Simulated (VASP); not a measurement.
# Ir (Fm-3m) in VASP: single point with r2SCAN

Aim: the single point of Ir with r2SCAN.

Program: VASP 6.6.1. These are calculated values, not measurements. Logs are shortened: lines on timing, memory, paths and dates and some standing lists are left out, and cuts for length are marked.

## Step 1: The cell of the first run

The structure is cubic, space group Fm-3m (No. 225). Conventional cell: a = 3.840 Å, b = 3.840 Å, c = 3.840 Å, α = 90.00°, β = 90.00°, γ = 90.00°. Within 3.6 Å of Ir (site symmetry m-3m) lie 12 Ir at 2.72 Å.

## Step 2: Single point, r2SCAN

Contents of POSCAR:

```
Ir
1.0
    0.0000000000      1.9200010851      1.9200010851
    1.9200010851      0.0000000000      1.9200010851
    1.9200010851      1.9200010851      0.0000000000
Ir
1
Direct
    0.0000000000      0.0000000000      0.0000000000
```

Contents of INCAR.step1:

```
SYSTEM = Ir
PREC = Accurate
ENCUT = 620
ISMEAR = 0
SIGMA = 0.05
LREAL = .FALSE.
LASPH = .TRUE.
NELM = 120
NBANDS = 14
GGA = PE
ALGO = Normal
EDIFF = 1E-5
LWAVE = .TRUE.
LCHARG = .FALSE.
GGA_COMPAT = .FALSE.
```

Contents of INCAR.step2:

```
SYSTEM = Ir
PREC = Accurate
ENCUT = 620
EDIFF = 1E-6
ISMEAR = 0
SIGMA = 0.05
LREAL = .FALSE.
LASPH = .TRUE.
NELM = 120
ALGO = Normal
ISIF = 2
LWAVE = .FALSE.
LCHARG = .TRUE.
METAGGA = R2SCAN
LMIXTAU = .TRUE.
LELF = .TRUE.
LVHAR = .TRUE.
NBANDS = 14
ISTART = 1
GGA_COMPAT = .FALSE.
```

Contents of KPOINTS:

```
Automatic mesh
0
G
  16 16 16
  0 0 0
```

Potentials or basis: VASP PAW PBE potentials, release 64 (Ir_sv_GW).

Run with:

```
cat potpaw_PBE.64/Ir_sv_GW/POTCAR > POTCAR
cp INCAR.step1 INCAR
mpirun -np 1 vasp_std > vasp.out
cp INCAR.step2 INCAR
mpirun -np 1 vasp_std > vasp.out
```

OUTCAR:

```text
SYSTEM = Ir
   PREC = Accurate
   ENCUT = 620
   EDIFF = 1E-6
   ISMEAR = 0
   LREAL = .FALSE.
   LASPH = .TRUE.
   NELM = 120
   ISIF = 2
   METAGGA = R2SCAN
   ISTART = 1

 ion  position               nearest neighbor table
   1  0.000  0.000  0.000-

  LATTYP: Found a face centered cubic cell.
 ALAT       =     3.8400021702

  Lattice vectors:

 A1 = (   0.0000000000,   1.9200010851,   1.9200010851)
 A2 = (   1.9200010851,   0.0000000000,   1.9200010851)
 A3 = (   1.9200010851,   1.9200010851,   0.0000000000)

Analysis of symmetry for initial positions (statically):
=====================================================================
 Subroutine PRICEL returns:
 Original cell was already a primitive cell.

 Routine SETGRP: Setting up the symmetry group for a
 face centered cubic supercell.

 Subroutine GETGRP returns: Found 48 space group operations
 (whereof 48 operations were pure point group operations)
 out of a pool of 48 trial point group operations.

The static configuration has the point symmetry O_h .

Analysis of symmetry for dynamics (positions and initial velocities):
=====================================================================
 Subroutine PRICEL returns:
 Original cell was already a primitive cell.

 Routine SETGRP: Setting up the symmetry group for a
 face centered cubic supercell.

 Subroutine GETGRP returns: Found 48 space group operations
 (whereof 48 operations were pure point group operations)
 out of a pool of 48 trial point group operations.

The dynamic configuration has the point symmetry O_h .

 Subroutine INISYM returns: Found 48 space group operations
 (whereof 48 operations are pure point group operations),
 and found     1 'primitive' translations

----------------------------------------------------------------------------------------

                                     Primitive cell

  volume of cell :      14.1558

  direct lattice vectors                    reciprocal lattice vectors
     0.000000000  1.920001085  1.920001085    -0.260416519  0.260416519  0.260416519
     1.920001085  0.000000000  1.920001085     0.260416519 -0.260416519  0.260416519
     1.920001085  1.920001085  0.000000000     0.260416519  0.260416519 -0.260416519

  length of vectors
     2.715291574  2.715291574  2.715291574     0.451054643  0.451054643  0.451054643

  position of ions in fractional coordinates (direct lattice)
     0.000000000  0.000000000  0.000000000

  ion indices of the primitive-cell ions
   primitive index   ion index
                 1           1

----------------------------------------------------------------------------------------

 KPOINTS: Automatic mesh

Automatic generation of k-mesh.
 Grid dimensions read from file:
 generate k-points for:   16   16   16

 Generating k-lattice:

  Cartesian coordinates                     Fractional coordinates (reciprocal lattice)
    -0.016276032  0.016276032  0.016276032     0.062500000  0.000000000  0.000000000
     0.016276032 -0.016276032  0.016276032     0.000000000  0.062500000  0.000000000
     0.016276032  0.016276032 -0.016276032     0.000000000  0.000000000  0.062500000

  Length of vectors
     0.028190915  0.028190915  0.028190915

  Shift w.r.t. Gamma in fractional coordinates (k-lattice)
     0.000000000  0.000000000  0.000000000

 Subroutine IBZKPT returns following result:
 ===========================================

 Found    145 irreducible k-points:

 Following reciprocal coordinates:
            Coordinates               Weight
  0.000000  0.000000  0.000000      1.000000
  0.062500  0.000000  0.000000      8.000000
  0.125000  0.000000  0.000000      8.000000
  0.187500  0.000000  0.000000      8.000000
  0.250000  0.000000  0.000000      8.000000
  0.312500  0.000000  0.000000      8.000000
[... 16 lines left out ...]
 -0.125000  0.062500  0.000000     24.000000
 -0.062500  0.062500  0.000000     12.000000
 [... further k-points ...]
   k-points           NKPTS =    145   k-points in BZ     NKDIM =    145   number of bands    NBANDS=     14
   number of dos      NEDOS =    301   number of ions     NIONS =      1
   total plane-waves  NPLWV =  13824
   dimension x,y,z NGX =    24 NGY =   24 NGZ =   24
   dimension x,y,z NGXF=    48 NGYF=   48 NGZF=   48
   ions per type =               1
   NGX,Y,Z   is equivalent  to a cutoff of  14.69, 14.69, 14.69 a.u.
   NGXF,Y,Z  is equivalent  to a cutoff of  29.39, 29.39, 29.39 a.u.
 SYSTEM =  Ir
   PREC   = accura    normal or accurate (medium, high low for compatibility)
   ISTART =      1    job   : 0-new  1-cont  2-samecut
   ICHARG =      0    charge: 1-file 2-atom 10-const
   ISPIN  =      1    spin polarized calculation?
   LNONCOLLINEAR =      F non collinear calculations
   LSORBIT =      F    spin-orbit coupling
   LASPH  =      T    aspherical Exc in radial PAW
   ENCUT  =  620.0 eV  45.57 Ry    6.75 a.u.   5.51  5.51  5.51*2*pi/ulx,y,z
   NELM   =    120;   NELMIN=  2; NELMDL=  0     # of ELM steps
   EDIFF  = 0.1E-05   stopping-criterion for ELM
   LREAL  =      F    real-space projection
   EDIFFG = 0.1E-04   stopping-criterion for IOM
   NSW    =      0    number of steps for IOM
   IBRION =     -1    ionic relax: 0-MD 1-quasi-New 2-CG
   NFREE  =      0    steps in history (QN), initial steepest desc. (CG)
   ISIF   =      2    stress and relaxation
   ISYM   =      2    0-nonsym 1-usesym 2-fastsym
   POTIM  = 0.5000    time-step for ionic-motion
   TEBEG  =    0.0;   TEEND  =   0.0 temperature during run
   PSTRESS=    0.0 pullay stress
   NELECT =      17.0000    total number of electrons
   NUPDOWN=      -1.0000    fix difference up-down
   EMIN   =  10.00;   EMAX   =-10.00  energy-range for DOS
   EFERMI =   0.00;   METHOD = LEGACY
   ISMEAR =     0;   SIGMA  =   0.05  broadening in eV -4-tet -1-fermi 0-gaus
   EFERMI_NEDOS =   21; number of points for ismear=-14 and -15
   IALGO  =     38    algorithm
   IMIX   =      4    mixing-type and parameters
     AMIX     =   0.40;   BMIX     =  1.00
     AMIX_MAG =   1.60;   BMIX_MAG =  1.00
  volume/ion in A,a.u.               =      14.16        95.53
  Fermi-wavevector in a.u.,A,eV,Ry     =   1.740122  3.288354 41.198769  3.028024
  Thomas-Fermi vector in A             =   2.812832
   LORBIT       =      0    0 simple, 1 ext, 2 COOP (PROOUT), +10 PAW based schemes
   METAGGA = R2SCAN    functional components
   LHFCALC =     F    Hartree Fock is set to
   AEXX    =    0.0000 exact exchange contribution
   IVDW    =     0    specifies the selected vdW correction
   LEPSILON=     F    determine dielectric tensor
   LRPA    =     F    only Hartree local field effects (RPA)
 non-spin polarized calculation
 Gauss-broadening in eV      SIGMA  =   0.05
  energy-cutoff  :      620.00
  volume of cell :       14.16
 maximum number of plane-waves:       531
 NGX is ok and might be reduce to    24
   NGX = 11   NGY = 11   NGZ = 11

 number of electron      17.0000000 magnetization

 Free energy of the ion-electron system (eV)
  ---------------------------------------------------
  ext. energy  EPLUGINS =         0.00000000
  ---------------------------------------------------
  free energy    TOTEN  =       -52.89908777 eV

  energy without entropy =      -52.89731078  energy(sigma->0) =      -52.89819928

 E-fermi :  12.6408     XC(G=0): -15.8920

 val. band max:       12.6209311164   @ k =  -0.3125   0.3125   0.0625
 cond. band min:      12.6566225165   @ k =   0.3750   0.0625   0.0000
 fundamental gap:      0.0356914001
 Fermi energy:        12.6408263681

 k-point     1 :       0.0000    0.0000    0.0000
  band No.  band energies     occupation
      1     -82.3953      2.00000
      2     -38.1896      2.00000
      3     -38.1896      2.00000
      4     -38.1896      2.00000
      5       1.1583      2.00000
      6       8.6629      2.00000
      7       8.6629      2.00000
      8       8.6629      2.00000
      9      11.3691      2.00000
     10      11.3691      2.00000
     11      26.9177      0.00000
     12      32.7144      0.00000
     13      32.7144      0.00000
     14      32.7144      0.00000

 k-point     2 :       0.0625    0.0000    0.0000
  band No.  band energies     occupation
      1     -82.3925      2.00000
      2     -38.2230      2.00000
      3     -38.1941      2.00000
      4     -38.1941      2.00000
      5       1.3407      2.00000
      6       8.5643      2.00000
      7       8.7408      2.00000
      8       8.7408      2.00000
      9      11.3184      2.00000
     10      11.3184      2.00000
     11      27.2333      0.00000
     12      31.9293      0.00000
     13      33.0178      0.00000
     14      33.0178      0.00000

 k-point     3 :       0.1250    0.0000    0.0000
  band No.  band energies     occupation
      1     -82.3840      2.00000
      2     -38.3173      2.00000
      3     -38.2069      2.00000
      4     -38.2069      2.00000
      5       1.8629      2.00000
      6       8.3233      2.00000
      7       8.9345      2.00000
      8       8.9345      2.00000
      9      11.2213      2.00000
     10      11.2213      2.00000
     11      28.0766      0.00000
     12      30.3667      0.00000
     13      33.8974      0.00000
     14      33.8974      0.00000

 k-point     4 :       0.1875    0.0000    0.0000
  band No.  band energies     occupation
      1     -82.3718      2.00000
      2     -38.4573      2.00000
      3     -38.2262      2.00000
      4     -38.2262      2.00000
      5       2.6351      2.00000
      6       8.0943      2.00000
      7       9.1084      2.00000
      8       9.1084      2.00000
      9      11.2458      2.00000
     10      11.2458      2.00000
     11      28.4965      0.00000
     12      29.3188      0.00000
     13      35.2666      0.00000
     14      35.2666      0.00000

 k-point     5 :       0.2500    0.0000    0.0000
  band No.  band energies     occupation
      1     -82.3576      2.00000
      2     -38.6199      2.00000
      3     -38.2489      2.00000
      4     -38.2489      2.00000
      5       3.4587      2.00000
      6       8.1296      2.00000
      7       9.0973      2.00000
      8       9.0973      2.00000
      9      11.5794      2.00000
     10      11.5794      2.00000
     11      26.9075      0.00000
[... 276 lines left out ...]
 k-point    22 :      -0.1875    0.0625    0.0000
  band No.  band energies     occupation
      1     -82.3650      2.00000
      2     -38.5169      2.00000
      3     -38.2652      2.00000
      4     -38.2247      2.00000
      5       3.0695      2.00000
      6       7.9190      2.00000
      7       9.1576      2.00000
      8       9.2470      2.00000
      9      10.8699      2.00000
     10      11.7859      2.00000
     11      28.1764      0.00000
     12      29.7196      0.00000
     13      34.5226      0.00000
     14      36.7519      0.00000

 k-point    23 :      -0.1250    0.0625    0.0000
  band No.  band energies     occupation
      1     -82.3781      2.00000
      2     -38.3734      2.00000
      3     -38.2389      2.00000
      4     -38.2066      2.00000
      5       2.2519      2.00000
      6       8.1137      2.00000
      7       9.0782      2.00000
      8       9.0972      2.00000
      9      10.8777      2.00000
     10      11.4907      2.00000
     11      28.6727      0.00000
     12      29.8407      0.00000
     13      33.5103      0.00000
     14      35.0507      0.00000

 k-point    24 :      -0.0625    0.0625    0.0000
  band No.  band energies     occupation
      1     -82.3875      2.00000
      2     -38.2695      2.00000
      3     -38.2139      2.00000
      4     -38.1959      2.00000
      5       1.6377      2.00000
      6       8.3868      2.00000
      7       8.8493      2.00000
      8       8.9034      2.00000
      9      11.1017      2.00000
     10      11.3960      2.00000
     11      27.7336      0.00000
     12      31.1951      0.00000
     13      32.9544      0.00000
     14      33.7735      0.00000

 [... further k-points ...]
[... 5 lines left out ...]
  --------------------------------------------------------------------------------------
  -------------------------------------------------------------------------------------
  Total        0.0513656      0.0513656      0.0513656      0.0000000      0.0000000     -0.0000000
  in kB        5.8136414      5.8136414      5.8136414      0.0000000      0.0000000     -0.0000000
  external PRESSURE =       5.8136414 kB  Pullay stress =       0.0000000 kB

 VOLUME and BASIS-vectors are now :
 -----------------------------------------------------------------------------
  energy-cutoff  :      620.00
  volume of cell :       14.16
      direct lattice vectors                 reciprocal lattice vectors
     0.000000000  1.920001085  1.920001085    -0.260416519  0.260416519  0.260416519
     1.920001085  0.000000000  1.920001085     0.260416519 -0.260416519  0.260416519
     1.920001085  1.920001085  0.000000000     0.260416519  0.260416519 -0.260416519

 POSITION                                       TOTAL-FORCE (eV/Angst)
 -----------------------------------------------------------------------------------
      0.00000      0.00000      0.00000         0.000000      0.000000      0.000000
 -----------------------------------------------------------------------------------
    total drift:                               -0.000000     -0.000000      0.000000

  FREE ENERGIE OF THE ION-ELECTRON SYSTEM (eV)
  ---------------------------------------------------
  free  energy   TOTEN  =       -52.8990877722 eV

  energy  without entropy=      -52.8973107789  energy(sigma->0) =      -52.89819928
```

It took 2.1 min on 1 thread of AMD EPYC 7R13 (Zen 3), shared host; peak memory 0.15 GiB.

Results:

| Quantity | Value |
| --- | --- |
| Free energy | -52.8991 eV |
| Pressure | 0.6 GPa |
| Band gap on the k mesh | zero (an odd number of electrons rules out a gap without spin polarisation) |

Caveat: the PAW data sets were made with another functional, which shifts forces and pressure a little; spin-orbit coupling is left out, which moves the levels of the heavy elements.

The gap in the log of VASP goes by the Fermi energy; the results here count the filled bands.